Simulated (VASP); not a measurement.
A run of VASP 6.6.1:

File INCAR:

```
SYSTEM = NaCl
  PREC = Accurate
  ENCUT = 1130
  EDIFF = 1E-6
  ISMEAR = 0
  SIGMA = 0.1
  LREAL = .False.
  LASPH = .True.
  NELM = 200
  ALGO = Normal
  ISIF = 2
  LWAVE = .False.
  LCHARG = .False.
  LDAU = .True.
  LDAUTYPE = 2
  LDAUL = -1 1
  LDAUU = 0 5.9
  LDAUJ = 0 0
  LDAUPRINT = 1
  GGA = PE
  NBANDS = 15
  GGA_COMPAT = .False.
```

KPOINTS

```
regular mesh
0
Gamma
  6 6 6
  0 0 0
```

POSCAR

```
NaCl
1.0
    3.5021900000      0.0000000000      0.0000000000
    0.0000000000      3.5021900000      0.0000000000
    0.0000000000      0.0000000000      3.5021900000
Na Cl
1 1
Direct
    0.0000000000      0.0000000000      0.0000000000
    0.5000000000      0.5000000000      0.5000000000
```

Potentials or basis: VASP PAW PBE potentials, release 64 (Na_sv, Cl).

Run with:

```sh
$ cat potpaw_PBE.64/Na_sv/POTCAR potpaw_PBE.64/Cl/POTCAR > POTCAR
$ mpirun -np 1 vasp_std > vasp.out
```

Hardware: 1 thread of AMD EPYC 7R43 64-Core Processor (Zen 3), on a shared host.

Task: How long does it take, and how much memory?

Result: Wall time 39 s on 1 thread of AMD EPYC 7R43 64-Core Processor (Zen 3) (shared host), peak memory 0.2 GiB. Counts: scf iterations 12, k points 20.
